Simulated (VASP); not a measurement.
Set up this calculation in VASP 6.6.1, as the native input.

| Quantity | Value |
| --- | --- |
| Task | single point |
| Functional | PBE |
| Potentials or basis | VASP PAW PBE potentials, release 64 (Sb) |
| Cutoff | 520 eV |
| k mesh | 11 × 11 × 1 |
| Occupations | fermi-dirac, width 0.1 eV |
| Spin | no spin polarisation |
| Dipole correction | yes |
| Electric field (eV/Å) | 0.2 |
| Further INCAR settings | ALGO = Normal; EDIFF = 1e-06; NBANDS = 18; EFIELD = -0.2 |

The structure of Sb lies in POSCAR:

```
Sb
1.0
    3.3888387676      0.0000000000      0.0000000000
   -1.6944193838      2.9348204621      0.0000000000
    0.0000000000      0.0000000000     24.3009000000
Sb
4
Direct
    0.0000000000      0.0000000000      0.3306211823
    0.3333333333      0.6666666667      0.4318175368
    0.6666666667      0.3333333333      0.5681823464
    0.0000000000      0.0000000000      0.6693789339
```

These files were run (other wordings do the same):

INCAR

```
SYSTEM = Sb
ALGO = Normal ; DIPOL = 0.5 0.5 0.500
EDIFF = 1E-6 ; EFIELD = -0.2
ENCUT = 520 ; GGA = PE
IDIPOL = 3 ; ISIF = 2
ISMEAR = -1 ; LASPH = .TRUE.
LCHARG = .FALSE. ; LDIPOL = .TRUE.
LREAL = .FALSE. ; LWAVE = .FALSE.
NBANDS = 18 ; NELM = 80
PREC = Accurate ; SIGMA = 0.1
```

KPOINTS

```
k-points
0
G
  11 11 1
  0 0 0
```

Potentials or basis: VASP PAW PBE potentials, release 64 (Sb).

The run is started by

```console
$ cat potpaw_PBE.64/Sb/POTCAR > POTCAR
$ mpirun -np 1 vasp_std > vasp.out
```

Results of the run:

| Item | Value |
| --- | --- |
| Largest force | 0.004 eV/Å |
| Band gap on the k mesh | zero (band 10 reaches 5.09 eV, above the bottom of band 11 at -0.03 eV) |

Caveat: spin-orbit coupling is left out, which moves the levels of the heavy elements.

Wall time 2 min on 1 thread of Intel(R) Xeon(R) Platinum 8488C (Sapphire Rapids) (shared host), peak memory 0.38 GiB.
